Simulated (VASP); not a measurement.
Nb, 1 atom in the cell. It takes space group Fm-3m (No. 225, cubic). Conventional cell: a = 4.441 Å, b = 4.441 Å, c = 4.441 Å, α = 90.00°, β = 90.00°, γ = 90.00°. Nb (site symmetry m-3m) has 12 Nb at 3.14 Å within 4.1 Å. This isn't the form of Nb at room conditions, which is bcc. This cell differs from its parent crystal: strain +0.050 along x and y, +0.050 along z.

- Program: VASP 6.6.1
- Task: single point
- Functional: PBEsol
- Potentials or basis: VASP PAW PBE potentials, release 64 (Nb_sv)
- Cutoff: 500 eV
- k mesh: 20 × 20 × 20
- Occupations: gaussian, width 0.15 eV
- Spin: no spin polarisation
- Dipole correction: no
- Further INCAR settings: ALGO = Normal; EDIFF = 1e-06; NBANDS = 12

Potentials or basis: VASP PAW PBE potentials, release 64 (Nb_sv).

Command:

```sh
$ cat potpaw_PBE.64/Nb_sv/POTCAR > POTCAR
$ mpirun -np 1 vasp_std > vasp.out
```

Hardware: 1 thread of AMD EPYC 9R45 96-Core Processor (Zen 5), with other jobs on the host.

How long does it take, and how much memory?

Run time: 32 s on 1 thread of AMD EPYC 9R45 96-Core Processor (Zen 5), on a shared host, peak memory 0.15 GiB. Counts: scf iterations 11, k points 256.
